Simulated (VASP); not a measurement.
# WSe2 (Amm2) in VASP: a series of runs

The runs below take WSe2 through single point, with PBE+D3(BJ).

All numbers are computed with VASP 6.6.1; they aren't measurements. Logs are shortened: lines on timing, memory, paths and dates and some standing lists are left out, and cuts for length are marked.

**1. The cell of the first run**

Symmetry: Amm2, No. 38, orthorhombic system. The conventional cell has a = 6.515 Å, b = 3.558 Å, c = 5.594 Å, α = 90.00°, β = 90.00°, γ = 90.00°. Within 3.4 Å of W (site symmetry mm2) lie 6 Se at 2.44 to 2.55 Å and 4 W at 3.31 Å. Se (site symmetry m) has 3 W at 2.44 to 2.55 Å and 6 Se at 3.13 to 3.38 Å within 3.4 Å.

**2. Single point, PBE+D3(BJ)**

INCAR

```
ALGO = Normal
EDIFF = 1E-6
ENCUT = 520
GGA = PE
ISIF = 2
ISMEAR = 0
IVDW = 12
LASPH = True
LCHARG = True
LELF = True
LREAL = False
LVHAR = True
LWAVE = False
NBANDS = 20
NELM = 60
PREC = Accurate
SIGMA = 0.05
```

KPOINTS

```
k-points
0
Gamma
  9 9 4
```

POSCAR

```
WSe2
1.0
    3.5576992606      0.0000000000      0.0000000000
   -1.7788496303      2.7970894651      0.0000000000
    0.0000000000      0.0000000000      6.5152257712
W Se
1 2
Direct
    0.0000000000      0.0000000000      0.0000000000
    0.3333333333      0.6666666667      0.2405528385
    0.3333333333      0.6666666667      0.7594471615
```

Potentials or basis: VASP PAW PBE potentials, release 64 (W_sv, Se).

The run is started by

```bash
> cat potpaw_PBE.64/W_sv/POTCAR potpaw_PBE.64/Se/POTCAR > POTCAR
> mpirun -np 1 vasp_std > vasp.out
```

OUTCAR:

```text
EDIFF = 1E-6
   ENCUT = 520
   GGA = PE
   ISIF = 2
   ISMEAR = 0
   IVDW = 12
   LASPH = True
   LREAL = False
   NELM = 60
   PREC = Accurate
 IVDW          = 12

 ion  position               nearest neighbor table
   1  0.000  0.000  0.000-   2 2.44   3 2.44   2 2.55   3 2.55   2 2.55   3 2.55
   2  0.333  0.667  0.241-   1 2.44   1 2.55   1 2.55
   3  0.333  0.667  0.759-   1 2.44   1 2.55   1 2.55

  Warning from LATTYP: Monoclinic adjustment (A1->A3, A2->A1, A3->A2)!
  LATTYP: Found a base centered orthorhombic cell.
 ALAT       =     3.5576992606
 B/A-ratio  =     1.5724147884
 C/A-ratio  =     1.8313031243

  Lattice vectors:

 A1 = (   1.7788496303,  -2.7970894651,   0.0000000000)
 A2 = (   1.7788496303,   2.7970894651,   0.0000000000)
 A3 = (   0.0000000000,   0.0000000000,   6.5152257712)

Analysis of symmetry for initial positions (statically):
=====================================================================
 Subroutine PRICEL returns:
 Original cell was already a primitive cell.

 Routine SETGRP: Setting up the symmetry group for a
 base centered orthorhombic supercell.

 Subroutine GETGRP returns: Found  4 space group operations
 (whereof  4 operations were pure point group operations)
 out of a pool of  8 trial point group operations.

The static configuration has the point symmetry C_2v.

Analysis of symmetry for dynamics (positions and initial velocities):
=====================================================================
 Subroutine PRICEL returns:
 Original cell was already a primitive cell.

 Routine SETGRP: Setting up the symmetry group for a
 base centered orthorhombic supercell.

 Subroutine GETGRP returns: Found  4 space group operations
 (whereof  4 operations were pure point group operations)
 out of a pool of  8 trial point group operations.

The dynamic configuration has the point symmetry C_2v.

 Subroutine INISYM returns: Found  4 space group operations
 (whereof  4 operations are pure point group operations),
 and found     1 'primitive' translations

----------------------------------------------------------------------------------------

                                     Primitive cell

  volume of cell :      64.8343

  direct lattice vectors                    reciprocal lattice vectors
     3.557699261  0.000000000  0.000000000     0.281080532  0.178757243  0.000000000
    -1.778849630  2.797089465  0.000000000     0.000000000  0.357514485  0.000000000
     0.000000000  0.000000000  6.515225771     0.000000000  0.000000000  0.153486623

  length of vectors
     3.557699261  3.314817564  6.515225771     0.333107216  0.357514485  0.153486623

  position of ions in fractional coordinates (direct lattice)
     0.000000000  0.000000000  0.000000000
     0.333333333  0.666666667  0.240552839
     0.333333333  0.666666667  0.759447161

  ion indices of the primitive-cell ions
   primitive index   ion index
                 1           1
                 2           2
                 3           3

----------------------------------------------------------------------------------------

 KPOINTS: k-points

Automatic generation of k-mesh.
 Grid dimensions read from file:
 generate k-points for:    9    9    4

 Generating k-lattice:

  Cartesian coordinates                     Fractional coordinates (reciprocal lattice)
     0.031231170  0.019861916  0.000000000     0.111111111  0.000000000  0.000000000
     0.000000000  0.039723832  0.000000000     0.000000000  0.111111111  0.000000000
     0.000000000  0.000000000  0.038371656     0.000000000  0.000000000  0.250000000

  Length of vectors
     0.037011913  0.039723832  0.038371656

  Shift w.r.t. Gamma in fractional coordinates (k-lattice)
     0.000000000  0.000000000  0.000000000

 Subroutine IBZKPT returns following result:
 ===========================================

 Found     75 irreducible k-points:

 Following reciprocal coordinates:
            Coordinates               Weight
  0.000000  0.000000  0.000000      1.000000
  0.111111 -0.000000  0.000000      4.000000
  0.222222 -0.000000  0.000000      4.000000
  0.333333 -0.000000  0.000000      4.000000
  0.444444 -0.000000  0.000000      4.000000
  0.000000  0.111111  0.000000      2.000000
[... 16 lines left out ...]
  0.333333  0.333333  0.000000      2.000000
  0.000000  0.444444  0.000000      2.000000
 [... further k-points ...]
   k-points           NKPTS =     75   k-points in BZ     NKDIM =     75   number of bands    NBANDS=     20
   number of dos      NEDOS =    301   number of ions     NIONS =      3
   total plane-waves  NPLWV =  37632
   dimension x,y,z NGX =    28 NGY =   28 NGZ =   48
   dimension x,y,z NGXF=    56 NGYF=   56 NGZF=   96
   ions per type =               1   2
   NGX,Y,Z   is equivalent  to a cutoff of  13.08, 14.04, 12.25 a.u.
   NGXF,Y,Z  is equivalent  to a cutoff of  26.17, 28.09, 24.50 a.u.
 SYSTEM =  unknown system
   PREC   = accura    normal or accurate (medium, high low for compatibility)
   ISTART =      0    job   : 0-new  1-cont  2-samecut
   ICHARG =      2    charge: 1-file 2-atom 10-const
   ISPIN  =      1    spin polarized calculation?
   LNONCOLLINEAR =      F non collinear calculations
   LSORBIT =      F    spin-orbit coupling
   LASPH  =      T    aspherical Exc in radial PAW
   ENCUT  =  520.0 eV  38.22 Ry    6.18 a.u.   6.61  6.16 12.11*2*pi/ulx,y,z
   NELM   =     60;   NELMIN=  2; NELMDL= -5     # of ELM steps
   EDIFF  = 0.1E-05   stopping-criterion for ELM
   LREAL  =      F    real-space projection
   EDIFFG = 0.1E-04   stopping-criterion for IOM
   NSW    =      0    number of steps for IOM
   IBRION =     -1    ionic relax: 0-MD 1-quasi-New 2-CG
   NFREE  =      0    steps in history (QN), initial steepest desc. (CG)
   ISIF   =      2    stress and relaxation
   ISYM   =      2    0-nonsym 1-usesym 2-fastsym
   POTIM  = 0.5000    time-step for ionic-motion
   TEBEG  =    0.0;   TEEND  =   0.0 temperature during run
   PSTRESS=    0.0 pullay stress
   NELECT =      26.0000    total number of electrons
   NUPDOWN=      -1.0000    fix difference up-down
   EMIN   =  10.00;   EMAX   =-10.00  energy-range for DOS
   EFERMI =   0.00;   METHOD = LEGACY
   ISMEAR =     0;   SIGMA  =   0.05  broadening in eV -4-tet -1-fermi 0-gaus
   EFERMI_NEDOS =   21; number of points for ismear=-14 and -15
   IALGO  =     38    algorithm
   IMIX   =      4    mixing-type and parameters
     AMIX     =   0.40;   BMIX     =  1.00
     AMIX_MAG =   1.60;   BMIX_MAG =  1.00
  volume/ion in A,a.u.               =      21.61       145.84
  Fermi-wavevector in a.u.,A,eV,Ry     =   1.207251  2.281374 19.829881  1.457455
  Thomas-Fermi vector in A             =   2.342894
   LORBIT       =      0    0 simple, 1 ext, 2 COOP (PROOUT), +10 PAW based schemes
   GGA     = PE    functional components
   LHFCALC =     F    Hartree Fock is set to
   AEXX    =    0.0000 exact exchange contribution
   IVDW    =    12    specifies the selected vdW correction
   LEPSILON=     F    determine dielectric tensor
   LRPA    =     F    only Hartree local field effects (RPA)
 non-spin polarized calculation
 Gauss-broadening in eV      SIGMA  =   0.05
  energy-cutoff  :      520.00
  volume of cell :       64.83
 maximum number of plane-waves:      1784
   NGX = 13   NGY = 13   NGZ = 25

 number of electron      26.0000003 magnetization

 Free energy of the ion-electron system (eV)
  ---------------------------------------------------
  ext. energy  EPLUGINS =         0.00000000
  ---------------------------------------------------
  free energy    TOTEN  =       -21.19104702 eV

  energy without entropy =      -21.19104698  energy(sigma->0) =      -21.19104700

 E-fermi :   6.1852     XC(G=0): -10.2660

 val. band max:        6.0396197374   @ k =   0.0000   0.0000   0.5000
 cond. band min:       6.3387361146   @ k =   0.3333   0.3333   0.0000
 fundamental gap:      0.2991163772
 Fermi energy:         6.1851771662

 k-point     1 :       0.0000    0.0000    0.0000
  band No.  band energies     occupation
      1     -68.7201      2.00000
      2     -32.9530      2.00000
      3     -32.9484      2.00000
      4     -32.8585      2.00000
      5      -9.6313      2.00000
      6      -7.8340      2.00000
[... 12 lines left out ...]
     19      13.3829      0.00000
     20      13.5012      0.00000

 k-point     2 :       0.1111   -0.0000    0.0000
  band No.  band energies     occupation
      1     -68.7193      2.00000
      2     -32.9665      2.00000
      3     -32.9446      2.00000
      4     -32.8693      2.00000
      5      -9.4732      2.00000
      6      -7.7768      2.00000
[... 12 lines left out ...]
     19      13.5317      0.00000
     20      14.3160      0.00000

 k-point     3 :       0.2222   -0.0000    0.0000
  band No.  band energies     occupation
      1     -68.7174      2.00000
      2     -33.0071      2.00000
      3     -32.9348      2.00000
      4     -32.8897      2.00000
      5      -9.0418      2.00000
      6      -7.6235      2.00000
[... 12 lines left out ...]
     19      12.8121      0.00000
     20      14.3819      0.00000

 k-point     4 :       0.3333   -0.0000    0.0000
  band No.  band energies     occupation
      1     -68.7152      2.00000
      2     -33.0599      2.00000
      3     -32.9236      2.00000
      4     -32.9058      2.00000
      5      -8.4776      2.00000
      6      -7.4315      2.00000
[... 429 lines left out ...]
 k-point    23 :       0.3333    0.3333    0.0000
  band No.  band energies     occupation
      1     -68.7117      2.00000
      2     -33.0605      2.00000
      3     -33.0087      2.00000
      4     -32.9069      2.00000
      5      -7.6340      2.00000
      6      -7.0667      2.00000
[... 12 lines left out ...]
     19      10.9203      0.00000
     20      14.8113      0.00000

 k-point    24 :       0.0000    0.4444    0.0000
  band No.  band energies     occupation
      1     -68.7108      2.00000
      2     -33.0640      2.00000
      3     -33.0152      2.00000
      4     -32.9053      2.00000
      5      -7.7447      2.00000
      6      -7.0465      2.00000
[... 12 lines left out ...]
     19      12.1113      0.00000
     20      13.0093      0.00000

 [... further k-points ...]

------------------------ aborting loop because EDIFF is reached ----------------------------------------

 Edisp (eV)   -1.30269

 E8    (eV) :    -0.5805

  FORCE on cell =-STRESS in cart. coord.  units (eV):
  Direction    XX          YY          ZZ          XY          YZ          ZX
  --------------------------------------------------------------------------------------
  -------------------------------------------------------------------------------------
  Total      -2.99678     2.01961     5.59199     0.00000     0.00000     0.00000
  in kB     -74.05613    49.90827   138.18856     0.00000     0.00000     0.00000
  external pressure =       38.01 kB  Pullay stress =        0.00 kB

 VOLUME and BASIS-vectors are now :
 -----------------------------------------------------------------------------
  energy-cutoff  :      520.00
  volume of cell :       64.83
      direct lattice vectors                 reciprocal lattice vectors
     3.557699261  0.000000000  0.000000000     0.281080532  0.178757243  0.000000000
    -1.778849630  2.797089465  0.000000000     0.000000000  0.357514485  0.000000000
     0.000000000  0.000000000  6.515225771     0.000000000  0.000000000  0.153486623

 POSITION                                       TOTAL-FORCE (eV/Angst)
 -----------------------------------------------------------------------------------
      0.00000      0.00000      0.00000        -0.000000     -1.131882     -0.000000
     -0.00000      1.86473      1.56726         0.000000      0.565941      1.335410
     -0.00000      1.86473      4.94797         0.000000      0.565941     -1.335410
 -----------------------------------------------------------------------------------
    total drift:                                0.000000     -0.000286      0.000000

  FREE ENERGIE OF THE ION-ELECTRON SYSTEM (eV)
  ---------------------------------------------------
  free  energy   TOTEN  =       -22.4937395316 eV

  energy  without entropy=      -22.4937394939  energy(sigma->0) =      -22.49373951
```

Wall time 94 s (1 thread of AMD EPYC 7R13, shared host); peak memory 0.26 GiB.

What came out:

```yaml
Free_energy: -22.4937 eV
Pressure: 3.8 GPa
Largest_force: 1.450 eV/Å
Band_gap_on_the_k_mesh: 0.30 eV (least direct gap 1.12 eV)
Dispersion_energy_per_atom: -0.434 eV
```

Forces on the atoms (eV/Å):
```
W    0.000 -1.132  0.000
Se   0.000  0.566  1.335
Se   0.000  0.566 -1.335
```

Stress tensor (GPa, compression positive):
```
-7.41  0.00  0.00
 0.00  4.99  0.00
 0.00  0.00 13.82
```

Levels at points of the mesh, in eV from the valence-band top:
| k point | band 11 | band 12 | band 13 | band 14 | band 15 | band 16 |
| --- | --- | --- | --- | --- | --- | --- |
| (0.00, 0.00, 0.00) | -2.35 | -1.06 | -1.03 | 1.72 | 1.99 | 2.55 |
| (0.00, 0.00, 0.50) | -2.55 | -2.29 | 0.00 | 1.56 | 2.23 | 2.36 |

Caveat: the cell differs from its parent crystal (strain +e along x and -e along y +0.0500, strain +e along z and -e/2 along x and y -0.0700); the stress differs along the axes, from -7 to 14 GPa; spin-orbit coupling is left out, which moves the levels of the heavy elements; forces of over 1 eV/Å act on the atoms, so gaps and moduli don't describe the material at rest. A k mesh can miss the band edges.

**3. Single point, PBE+D3(BJ)**

This run uses another cell than the first one, of the same volume but with other edges.

INCAR

```
SYSTEM = WSe2
ALGO = Normal ; EDIFF = 1E-6
ENCUT = 520 ; GGA = PE
ISIF = 2 ; ISMEAR = 0
IVDW = 12 ; LASPH = .True.
LCHARG = .False. ; LREAL = .False.
LWAVE = .False. ; NBANDS = 20
NELM = 100 ; PREC = Accurate
SIGMA = 0.05
```

KPOINTS

```
k-points
0
Gamma
  9 9 4
  0 0 0
```

POSCAR

```
WSe2
1.0
    3.2298007112      0.0000000000      0.0000000000
   -1.6149003556      3.0810579387      0.0000000000
    0.0000000000      0.0000000000      6.5152257712
W Se
1 2
Direct
    0.0000000000      0.0000000000      0.0000000000
    0.3333333333      0.6666666667      0.2405528385
    0.3333333333      0.6666666667      0.7594471615
```

Potentials or basis: VASP PAW PBE potentials, release 64 (W_sv, Se).

The run is started by

```bash
> cat potpaw_PBE.64/W_sv/POTCAR potpaw_PBE.64/Se/POTCAR > POTCAR
> mpirun -np 1 vasp_std > vasp.out
```

It took 75 s on 1 thread of AMD EPYC 7R13, shared host; peak memory 0.25 GiB.

It converged, with:

```
Free energy                : -22.4874 eV
Pressure                   : 3.8 GPa
Largest force              : 1.389 eV/Å
Band gap on the k mesh     : 0.32 eV (least direct gap 1.08 eV)
Dispersion energy per atom : -0.434 eV
```

Forces on the atoms (eV/Å):
```
W    0.000  0.833  0.000
Se   0.000 -0.416  1.325
Se   0.000 -0.416 -1.325
```

Stress tensor (GPa, compression positive):
```
 5.59  0.00  0.00
 0.00 -7.81  0.00
 0.00  0.00 13.71
```

Levels at points of the mesh, in eV from the valence-band top:
```csv
k point,band 9,band 10,band 11,band 12,band 13,band 14,band 15,band 16,band 17,band 18
"(0.00, 0.00, 0.00)",-3.10,-2.62,-2.15,-1.06,-1.02,1.72,1.95,2.64,2.79,3.49
"(0.00, 0.00, 0.50)",-3.50,-3.07,-2.57,-2.19,0.00,1.54,2.20,2.47,3.02,4.08
```

Caveat: the cell differs from its parent crystal (strain +e along x and -e along y -0.0500, strain +e along z and -e/2 along x and y -0.0700); the stress differs along the axes, from -8 to 14 GPa; spin-orbit coupling is left out, which moves the levels of the heavy elements; forces of over 1 eV/Å act on the atoms, so gaps and moduli don't describe the material at rest. A k mesh can miss the band edges.
